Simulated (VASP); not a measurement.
Set up this calculation in VASP 6.6.1, as the native input.

| Item | Value |
| --- | --- |
| Task | single point |
| Functional | PBE0 |
| Potentials or basis | VASP PAW PBE potentials, release 64 (W_sv) |
| Cutoff | 520 eV |
| k mesh | 8 × 8 × 8 |
| Occupations | fermi-dirac, width 0.05 eV |
| Spin | no spin polarisation |
| Dipole correction | no |
| Grid for exact exchange (PRECFOCK) | Normal |
| Further INCAR settings | ALGO = Normal; EDIFF = 1e-06; NBANDS = 13 |

Crystal: W.

```
W
1.0
    -1.58234    1.58234    1.58234
     1.58234   -1.58234    1.58234
     1.58234    1.58234   -1.58234
W
1
Direct
  0.00000 0.00000 0.00000
```

These files were run (other wordings do the same):

POSCAR

```
W
1.0
   -1.5823450000      1.5823450000      1.5823450000
    1.5823450000     -1.5823450000      1.5823450000
    1.5823450000      1.5823450000     -1.5823450000
W
1
Direct
    0.0000000000      0.0000000000      0.0000000000
```

INCAR.step1

```
SYSTEM = W
PREC = Accurate
ENCUT = 520
EDIFF = 1E-5
ISMEAR = -1
SIGMA = 0.05
LREAL = .FALSE.
LASPH = .TRUE.
NELM = 100
ALGO = Normal
ISIF = 2
LWAVE = .TRUE.
LCHARG = .FALSE.
NBANDS = 13
GGA = PE
```

INCAR.step2

```
SYSTEM = W
PREC = Accurate
ENCUT = 520
EDIFF = 1E-6
ISMEAR = -1
SIGMA = 0.05
LREAL = .FALSE.
LASPH = .TRUE.
NELM = 100
ALGO = Normal
ISIF = 2
LWAVE = .FALSE.
LCHARG = .FALSE.
GGA = PE
LHFCALC = .TRUE.
AEXX = 0.25
PRECFOCK = Normal
NBANDS = 13
ISTART = 1
```

KPOINTS

```
Automatic mesh
0
G
  8 8 8
  0 0 0
```

Potentials or basis: VASP PAW PBE potentials, release 64 (W_sv).

The run is started by

```bash
$ cat potpaw_PBE.64/W_sv/POTCAR > POTCAR
$ cp INCAR.step1 INCAR
$ mpirun -np 1 vasp_std > vasp.out
$ cp INCAR.step2 INCAR
$ mpirun -np 1 vasp_std > vasp.out
```

It gave:

- Pressure: -0.8 GPa
- Band gap on the k mesh: zero (band 7 reaches 17.51 eV, above the bottom of band 8 at 9.44 eV)

Caveat: the PAW data sets were made with another functional, which shifts forces and pressure a little; spin-orbit coupling is left out, which moves the levels of the heavy elements.

Run time: 34 min on 1 thread of AMD EPYC 9R14 (Zen 4), on a shared host, peak memory 0.12 GiB.
